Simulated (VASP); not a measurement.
# Ni (Fm-3m) in VASP: notebook

Runs on Ni. Level: LDA. Tasks: single point.

All numbers are computed with VASP 6.6.1; they aren't measurements. Logs are shortened: lines on timing, memory, paths and dates and some standing lists are left out, and cuts for length are marked.

### 1 The cell of the first run

It takes space group Fm-3m (No. 225, cubic). The conventional cell has a = 3.524 Å, b = 3.524 Å, c = 3.524 Å, α = 90.00°, β = 90.00°, γ = 90.00°. Within 3.3 Å of Ni (site symmetry m-3m) lie 12 Ni at 2.49 Å.

### 2 Single point, LDA, collinear spin, ferromagnetic start

Contents of INCAR:

```
SYSTEM = Ni
  PREC = Accurate
  ENCUT = 520
  EDIFF = 1E-6
  ISMEAR = -1
  SIGMA = 0.1
  LREAL = .False.
  LASPH = .True.
  NELM = 150
  ALGO = Normal
  ISIF = 2
  LWAVE = .False.
  LCHARG = .False.
  ISPIN = 2
  MAGMOM = 0.53
  LORBIT = 11
  NUPDOWN = 0.53
  LMAXMIX = 4
  NBANDS = 15
```

Contents of KPOINTS:

```
regular mesh
0
Gamma
  16 16 16
  0 0 0
```

Contents of POSCAR:

```
Ni
1.0
    0.0000000000      1.7619350000      1.7619350000
    1.7619350000      0.0000000000      1.7619350000
    1.7619350000      1.7619350000      0.0000000000
Ni
1
Direct
    0.0000000000      0.0000000000      0.0000000000
```

Potentials or basis: VASP PAW LDA potentials, release 64 (Ni).

The run is started by

```
> cat potpaw_LDA.64/Ni/POTCAR > POTCAR
> mpirun -np 1 vasp_std > vasp.out
```

OUTCAR:

```text
SYSTEM = Ni
   PREC = Accurate
   ENCUT = 520
   EDIFF = 1E-6
   ISMEAR = -1
   LREAL = .False.
   LASPH = .True.
   NELM = 150
   ISIF = 2
   ISPIN = 2
   LORBIT = 11
   NUPDOWN = 0.53

 ion  position               nearest neighbor table
   1  0.000  0.000  0.000-

  LATTYP: Found a face centered cubic cell.
 ALAT       =     3.5238700000

  Lattice vectors:

 A1 = (   0.0000000000,   1.7619350000,   1.7619350000)
 A2 = (   1.7619350000,   0.0000000000,   1.7619350000)
 A3 = (   1.7619350000,   1.7619350000,   0.0000000000)

Analysis of symmetry for initial positions (statically):
=====================================================================
 Subroutine PRICEL returns:
 Original cell was already a primitive cell.

 Routine SETGRP: Setting up the symmetry group for a
 face centered cubic supercell.

 Subroutine GETGRP returns: Found 48 space group operations
 (whereof 48 operations were pure point group operations)
 out of a pool of 48 trial point group operations.

The static configuration has the point symmetry O_h .

Analysis of symmetry for dynamics (positions and initial velocities):
=====================================================================
 Subroutine PRICEL returns:
 Original cell was already a primitive cell.

 Routine SETGRP: Setting up the symmetry group for a
 face centered cubic supercell.

 Subroutine GETGRP returns: Found 48 space group operations
 (whereof 48 operations were pure point group operations)
 out of a pool of 48 trial point group operations.

The dynamic configuration has the point symmetry O_h .

Analysis of structural, dynamic, and magnetic symmetry:
=====================================================================
 Subroutine PRICEL returns:
 Original cell was already a primitive cell.

 Routine SETGRP: Setting up the symmetry group for a
 face centered cubic supercell.

 Subroutine GETGRP returns: Found 48 space group operations
 (whereof 48 operations were pure point group operations)
 out of a pool of 48 trial point group operations.

The overall configuration has the point symmetry O_h .

 Subroutine INISYM returns: Found 48 space group operations
 (whereof 48 operations are pure point group operations),
 and found     1 'primitive' translations

----------------------------------------------------------------------------------------

                                     Primitive cell

  volume of cell :      10.9396

  direct lattice vectors                    reciprocal lattice vectors
     0.000000000  1.761935000  1.761935000    -0.283778914  0.283778914  0.283778914
     1.761935000  0.000000000  1.761935000     0.283778914 -0.283778914  0.283778914
     1.761935000  1.761935000  0.000000000     0.283778914  0.283778914 -0.283778914

  length of vectors
     2.491752373  2.491752373  2.491752373     0.491519496  0.491519496  0.491519496

  position of ions in fractional coordinates (direct lattice)
     0.000000000  0.000000000  0.000000000

  ion indices of the primitive-cell ions
   primitive index   ion index
                 1           1

----------------------------------------------------------------------------------------

 KPOINTS: regular mesh

Automatic generation of k-mesh.
 Grid dimensions read from file:
 generate k-points for:   16   16   16

 Generating k-lattice:

  Cartesian coordinates                     Fractional coordinates (reciprocal lattice)
    -0.017736182  0.017736182  0.017736182     0.062500000  0.000000000  0.000000000
     0.017736182 -0.017736182  0.017736182     0.000000000  0.062500000  0.000000000
     0.017736182  0.017736182 -0.017736182     0.000000000  0.000000000  0.062500000

  Length of vectors
     0.030719969  0.030719969  0.030719969

  Shift w.r.t. Gamma in fractional coordinates (k-lattice)
     0.000000000  0.000000000  0.000000000

 Subroutine IBZKPT returns following result:
 ===========================================

 Found    145 irreducible k-points:

 Following reciprocal coordinates:
            Coordinates               Weight
  0.000000  0.000000  0.000000      1.000000
  0.062500  0.000000  0.000000      8.000000
  0.125000  0.000000  0.000000      8.000000
  0.187500  0.000000  0.000000      8.000000
  0.250000  0.000000  0.000000      8.000000
  0.312500  0.000000  0.000000      8.000000
[... 16 lines left out ...]
 -0.125000  0.062500  0.000000     24.000000
 -0.062500  0.062500  0.000000     12.000000
 [... further k-points ...]
   k-points           NKPTS =    145   k-points in BZ     NKDIM =    145   number of bands    NBANDS=     15
   number of dos      NEDOS =    301   number of ions     NIONS =      1
   total plane-waves  NPLWV =   8000
   dimension x,y,z NGX =    20 NGY =   20 NGZ =   20
   dimension x,y,z NGXF=    40 NGYF=   40 NGZF=   40
   ions per type =               1
   NGX,Y,Z   is equivalent  to a cutoff of  13.34, 13.34, 13.34 a.u.
   NGXF,Y,Z  is equivalent  to a cutoff of  26.69, 26.69, 26.69 a.u.
 SYSTEM =  Ni
   PREC   = accura    normal or accurate (medium, high low for compatibility)
   ISTART =      0    job   : 0-new  1-cont  2-samecut
   ICHARG =      2    charge: 1-file 2-atom 10-const
   ISPIN  =      2    spin polarized calculation?
   LNONCOLLINEAR =      F non collinear calculations
   LSORBIT =      F    spin-orbit coupling
   LASPH  =      T    aspherical Exc in radial PAW
   ENCUT  =  520.0 eV  38.22 Ry    6.18 a.u.   4.63  4.63  4.63*2*pi/ulx,y,z
   NELM   =    150;   NELMIN=  2; NELMDL= -5     # of ELM steps
   EDIFF  = 0.1E-05   stopping-criterion for ELM
   LREAL  =      F    real-space projection
   EDIFFG = 0.1E-04   stopping-criterion for IOM
   NSW    =      0    number of steps for IOM
   IBRION =     -1    ionic relax: 0-MD 1-quasi-New 2-CG
   NFREE  =      0    steps in history (QN), initial steepest desc. (CG)
   ISIF   =      2    stress and relaxation
   ISYM   =      2    0-nonsym 1-usesym 2-fastsym
   POTIM  = 0.5000    time-step for ionic-motion
   TEBEG  =    0.0;   TEEND  =   0.0 temperature during run
   PSTRESS=    0.0 pullay stress
   NELECT =      10.0000    total number of electrons
   NUPDOWN=       0.5300    fix difference up-down
   EMIN   =  10.00;   EMAX   =-10.00  energy-range for DOS
   EFERMI =   0.00;   METHOD = LEGACY
   ISMEAR =    -1;   SIGMA  =   0.10  broadening in eV -4-tet -1-fermi 0-gaus
   EFERMI_NEDOS =   21; number of points for ismear=-14 and -15
   IALGO  =     38    algorithm
   IMIX   =      4    mixing-type and parameters
     AMIX     =   0.40;   BMIX     =  1.00
     AMIX_MAG =   1.60;   BMIX_MAG =  1.00
  volume/ion in A,a.u.               =      10.94        73.82
  Fermi-wavevector in a.u.,A,eV,Ry     =   1.588821  3.002436 34.345893  2.524352
  Thomas-Fermi vector in A             =   2.687765
   LORBIT       =     11    0 simple, 1 ext, 2 COOP (PROOUT), +10 PAW based schemes
   GGA     = CA    functional components
   LHFCALC =     F    Hartree Fock is set to
   AEXX    =    0.0000 exact exchange contribution
   IVDW    =     0    specifies the selected vdW correction
   LEPSILON=     F    determine dielectric tensor
   LRPA    =     F    only Hartree local field effects (RPA)
 spin polarized calculation
  energy-cutoff  :      520.00
  volume of cell :       10.94
 maximum number of plane-waves:       306
   NGX =  9   NGY =  9   NGZ =  9

 number of electron      10.0000010 magnetization       0.5300001

 Free energy of the ion-electron system (eV)
  ---------------------------------------------------
  ext. energy  EPLUGINS =         0.00000000
  ---------------------------------------------------
  free energy    TOTEN  =        -6.55352078 eV

  energy without entropy =       -6.49233860  energy(sigma->0) =       -6.52292969

 E-fermi :   8.9277     XC(G=0): -13.5793

 val. band max:        8.9271536069   @ k =  -0.3750   0.1875   0.0625
 cond. band min:       8.9342787582   @ k =   0.3750   0.3750   0.0000
 fundamental gap:      0.0071251513
 Fermi energy:         8.8631566109

 spin component 1

 k-point     1 :       0.0000    0.0000    0.0000
  band No.  band energies     occupation
      1       0.0057      1.00000
      2       6.6619      1.00000
      3       6.6619      1.00000
      4       6.6619      1.00000
      5       7.7946      0.99998
      6       7.7946      0.99998
      7      32.6878      0.00000
      8      36.3957      0.00000
      9      36.3957      0.00000
     10      36.3957      0.00000
     11      39.3524      0.00000
     12      39.3524      0.00000
     13      39.3524      0.00000
     14      42.5404      0.00000
     15      48.4663      0.00000
[... 397 lines left out ...]
 k-point    24 :      -0.0625    0.0625    0.0000
  band No.  band energies     occupation
      1       0.4089      1.00000
      2       6.5498      1.00000
      3       6.7454      1.00000
      4       6.7633      1.00000
      5       7.7107      0.99999
      6       7.8100      0.99997
      7      31.2987      0.00000
      8      32.8660      0.00000
      9      35.1699      0.00000
     10      36.9773      0.00000
     11      39.5206      0.00000
     12      39.6938      0.00000
     13      42.6004      0.00000
     14      44.5890      0.00000
     15      45.1518      0.00000

 [... further k-points ...]

 spin component 2

 k-point     1 :       0.0000    0.0000    0.0000
  band No.  band energies     occupation
      1       0.0396      1.00000
      2       7.2003      1.00000
      3       7.2003      1.00000
      4       7.2003      1.00000
      5       8.2984      0.99816
      6       8.2984      0.99816
      7      32.6677      0.00000
      8      36.4388      0.00000
      9      36.4388      0.00000
     10      36.4388      0.00000
     11      39.4925      0.00000
     12      39.4925      0.00000
     13      39.4925      0.00000
     14      42.5141      0.00000
     15      48.6119      0.00000
[... 397 lines left out ...]
 k-point    24 :      -0.0625    0.0625    0.0000
  band No.  band energies     occupation
      1       0.4433      1.00000
      2       7.0798      1.00000
      3       7.2869      1.00000
      4       7.3028      1.00000
      5       8.2104      0.99923
      6       8.3145      0.99783
      7      31.3555      0.00000
      8      32.9391      0.00000
      9      35.2089      0.00000
     10      37.0231      0.00000
     11      39.6564      0.00000
     12      39.7495      0.00000
     13      42.6610      0.00000
     14      44.7298      0.00000
     15      45.2134      0.00000

 [... further k-points ...]

------------------------ aborting loop because EDIFF is reached ----------------------------------------

  FORCE on cell =-STRESS in cart. coord.  units (eV):
  Direction    XX          YY          ZZ          XY          YZ          ZX
  --------------------------------------------------------------------------------------
  -------------------------------------------------------------------------------------
  Total       -1.2016810     -1.2016810     -1.2016810      0.0000000     -0.0000000     -0.0000000
  in kB     -175.9949196   -175.9949196   -175.9949196      0.0000000     -0.0000000     -0.0000000
  external PRESSURE =    -175.9949196 kB  Pullay stress =       0.0000000 kB

 VOLUME and BASIS-vectors are now :
 -----------------------------------------------------------------------------
  energy-cutoff  :      520.00
  volume of cell :       10.94
      direct lattice vectors                 reciprocal lattice vectors
     0.000000000  1.761935000  1.761935000    -0.283778914  0.283778914  0.283778914
     1.761935000  0.000000000  1.761935000     0.283778914 -0.283778914  0.283778914
     1.761935000  1.761935000  0.000000000     0.283778914  0.283778914 -0.283778914

 POSITION                                       TOTAL-FORCE (eV/Angst)
 -----------------------------------------------------------------------------------
      0.00000      0.00000      0.00000         0.000000     -0.000000     -0.000000
 -----------------------------------------------------------------------------------
    total drift:                               -0.000000     -0.000000     -0.000000

  FREE ENERGIE OF THE ION-ELECTRON SYSTEM (eV)
  ---------------------------------------------------
  free  energy   TOTEN  =        -6.5535207759 eV

  energy  without entropy=       -6.4923385976  energy(sigma->0) =       -6.52292969

 total charge

# of ion       s       p       d       tot
------------------------------------------
    1        0.496   0.490   8.326   9.311

 magnetization (x)

# of ion       s       p       d       tot
------------------------------------------
    1       -0.005  -0.017   0.557   0.535
```

It took 2 min on 1 thread of AMD EPYC 7R13, shared host; peak memory 0.12 GiB.

What came out:

```
Free energy                                           : -6.5535 eV
Pressure                                              : -17.6 GPa
Net moment                                            : 0.53 μB per cell
Site moments                                          : Ni +0.54 μB
Valence electrons inside the program's atomic spheres : Ni 9.31
```

Caveat: the total moment is fixed, so each spin has its own Fermi level.

### 3 Single point, LDA, collinear spin, ferromagnetic start

Contents of INCAR:

```
SYSTEM = Ni
PREC = Accurate
ENCUT = 520
EDIFF = 1E-7
ISMEAR = -1
SIGMA = 0.1
LREAL = .FALSE.
LASPH = .TRUE.
NELM = 150
ALGO = Normal
ISIF = 2
LWAVE = .FALSE.
LCHARG = .TRUE.
ISPIN = 2
MAGMOM = 0.65
LORBIT = 11
NUPDOWN = 0.65
LMAXMIX = 4
GGA = CA
LELF = .TRUE.
LVHAR = .TRUE.
NBANDS = 15
```

Contents of KPOINTS:

```
Automatic mesh
0
G
  16 16 16
  0 0 0
```

POSCAR is that of step 2.

Potentials or basis: VASP PAW LDA potentials, release 64 (Ni).

The run is started by

```
> cat potpaw_LDA.64/Ni/POTCAR > POTCAR
> mpirun -np 1 vasp_std > vasp.out
```

Run time: 2.1 min. Hardware: 1 thread of AMD EPYC 7R13, shared host; peak memory 0.12 GiB.

The run converged. Its results:

```yaml
Free_energy: -6.5505 eV
Pressure: -17.1 GPa
Net_moment: 0.65 μB per cell
Site_moments: Ni +0.65 μB
Valence_electrons_inside_the_program's_atomic_spheres: Ni 9.31
```

Caveat: the total moment is fixed, so each spin has its own Fermi level.

### 4 Single point, LDA, collinear spin, ferromagnetic start

Contents of INCAR:

```
SYSTEM = Ni
ALGO = Normal
EDIFF = 1E-6
ENCUT = 520
ISIF = 2
ISMEAR = -1
ISPIN = 2
LASPH = .True.
LCHARG = .False.
LMAXMIX = 4
LORBIT = 11
LREAL = .False.
LWAVE = .False.
MAGMOM = 0.73
NBANDS = 15
NELM = 150
NUPDOWN = 0.73
PREC = Accurate
SIGMA = 0.1
```

Contents of KPOINTS:

```
k-points
0
Gamma
  16 16 16
  0 0 0
```

POSCAR is that of step 3.

The run is started by

```
> cat potpaw_LDA.64/Ni/POTCAR > POTCAR
> mpirun -np 1 vasp_std > vasp.out
```

Wall time 1.9 min (1 thread of AMD EPYC 7R13, shared host); peak memory 0.12 GiB.

It converged, with:

* Free energy: -6.5406 eV
* Pressure: -16.5 GPa
* Net moment: 0.73 μB per cell
* Site moments: Ni +0.73 μB
* Valence electrons inside the program's atomic spheres: Ni 9.31

Caveat: the total moment is fixed, so each spin has its own Fermi level.

### 5 Single point, LDA, collinear spin, ferromagnetic start

Contents of INCAR:

```
SYSTEM = Ni
PREC = Accurate
ENCUT = 520
EDIFF = 1E-7
ISMEAR = -1
SIGMA = 0.1
LREAL = .FALSE.
LASPH = .TRUE.
NELM = 150
ALGO = Normal
ISIF = 2
LWAVE = .FALSE.
LCHARG = .FALSE.
ISPIN = 2
MAGMOM = 0.73
LORBIT = 11
NUPDOWN = 0.73
LMAXMIX = 4
GGA = CA
NBANDS = 15
```

Contents of KPOINTS:

```
regular mesh
0
G
  16 16 16
  0 0 0
```

POSCAR is that of step 4.

The run is started by

```
> cat potpaw_LDA.64/Ni/POTCAR > POTCAR
> mpirun -np 1 vasp_std > vasp.out
```

It took 2 min on 1 thread of AMD EPYC 7R13, shared host; peak memory 0.12 GiB.

Results (log left out):

| Property | Result |
| --- | --- |
| Free energy | -6.5406 eV |
| Pressure | -16.5 GPa |
| Net moment | 0.73 μB per cell |
| Site moments | Ni +0.73 μB |
| Valence electrons inside the program's atomic spheres | Ni 9.31 |

Caveat: the total moment is fixed, so each spin has its own Fermi level.

### 6 Single point, LDA, collinear spin, ferromagnetic start

Contents of INCAR:

```
SYSTEM = Ni
ALGO     = Normal         ! electronic algorithm
EDIFF    = 1E-6           ! SCF threshold, eV
ENCUT    = 520            ! plane-wave cutoff, eV
ISIF     = 2              ! what is computed and relaxed
ISMEAR   = -1             ! smearing method
ISPIN    = 2              ! spin polarisation
LASPH    = .TRUE.         ! aspherical terms in the spheres
LCHARG   = .FALSE.        ! write CHGCAR
LMAXMIX  = 4              ! l up to which the mixer works
LORBIT   = 11             ! projections on sites
LREAL    = .FALSE.        ! projectors in reciprocal space
LWAVE    = .FALSE.        ! write WAVECAR
MAGMOM   = 0.88           ! initial moments
NBANDS   = 15             ! bands
NELM     = 150            ! most SCF steps
NUPDOWN  = 0.88           ! fixed moment
PREC     = Accurate       ! precision mode
SIGMA    = 0.1            ! smearing width, eV
```

Contents of KPOINTS:

```
k-points
0
G
  16 16 16
  0 0 0
```

POSCAR is that of step 5.

Potentials or basis: VASP PAW LDA potentials, release 64 (Ni).

The run is started by

```
> cat potpaw_LDA.64/Ni/POTCAR > POTCAR
> mpirun -np 1 vasp_std > vasp.out
```

It took 1.9 min on 1 thread of AMD EPYC 7R13, shared host; peak memory 0.12 GiB.

The run converged. Its results:

| Property | Result |
| --- | --- |
| Free energy | -6.4982 eV |
| Pressure | -15.3 GPa |
| Net moment | 0.88 μB per cell |
| Site moments | Ni +0.87 μB |
| Valence electrons inside the program's atomic spheres | Ni 9.30 |

Caveat: the total moment is fixed, so each spin has its own Fermi level.

### 7 Overview

| fixed moment (μB) | pressure (GPa) | moment (μB) |
| --- | --- | --- |
| 0.53 | -17.6 | 0.53 |
| 0.65 | -17.1 | 0.65 |
| 0.73 | -16.5 | 0.73 |
| 0.88 | -15.3 | 0.88 |

Alike in all rows: task single point; level LDA; potentials or basis VASP PAW LDA potentials, release 64 (Ni); spin collinear, ferromagnetic start; cell as given; k mesh 16 × 16 × 16; cutoff (eV) 520; smearing fermi-dirac 0.1 eV.

Caveats: the total moment is fixed, so each spin has its own Fermi level.

Absolute energies hang on the potentials; compare differences alone.
